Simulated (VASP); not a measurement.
Ga: single point with PBEsol

Ga:

```
Ga
1.0
     2.23280   -3.78418    0.00000
     2.23280    3.78418    0.00000
     0.00000    0.00000    4.51670
Ga
4
Direct
  0.15250 0.84750 0.07850
  0.65250 0.34750 0.42150
  0.84750 0.15250 0.92150
  0.34750 0.65250 0.57850
```

This cell differs from its parent crystal: equal xx and yy strain of -1 %.

```json
{
  "Program": "VASP 6.6.1",
  "Task": "single point",
  "Functional": "PBEsol",
  "Potentials or basis": "VASP PAW PBE potentials, release 64 (Ga_d)",
  "Cutoff": "520 eV",
  "k mesh": "9 × 9 × 8",
  "Occupations": "fermi-dirac, width 0.05 eV",
  "Spin": "no spin polarisation",
  "Dipole correction": "no",
  "Further INCAR settings": "ALGO = Normal; EDIFF = 1e-07; NBANDS = 34"
}
```

```json
{"Pressure": "0.0 GPa", "Largest force": "0.482 eV/Å", "Band gap on the k mesh": "zero (bands 26 and 27 overlap by 1.26 eV)"}
```

Forces on the atoms (eV/Å):
```
Ga   0.000 -0.463  0.135
Ga   0.000 -0.463 -0.135
Ga   0.000  0.463 -0.135
Ga   0.000  0.463  0.135
```

Stress tensor (GPa, compression positive):
```
-0.95  0.00  0.00
 0.00  2.23  0.00
 0.00  0.00 -1.18
```

Levels at points of the mesh, in eV from the Fermi level:
| k point | band 22 | band 23 | band 24 | band 25 | band 26 | band 27 | band 28 | band 29 | band 30 | band 31 |
| --- | --- | --- | --- | --- | --- | --- | --- | --- | --- | --- |
| (0.00, 0.00, 0.00) | -4.42 | -3.79 | -1.57 | -1.54 | -0.86 | 0.92 | 0.98 | 1.06 | 5.22 | 5.46 |
| (0.00, 0.00, 0.50) | -9.36 | -0.09 | -0.09 | 0.09 | 0.09 | 0.13 | 0.13 | 2.20 | 2.20 | 3.77 |

Wall time 3.2 min on 1 thread of Intel(R) Xeon(R) Platinum 8488C (Sapphire Rapids), on a shared host, peak memory 0.36 GiB.

Caveat: the cell differs from its parent crystal (equal xx and yy strain of -1 %); the PAW data sets were made with another functional, which shifts forces and pressure a little.
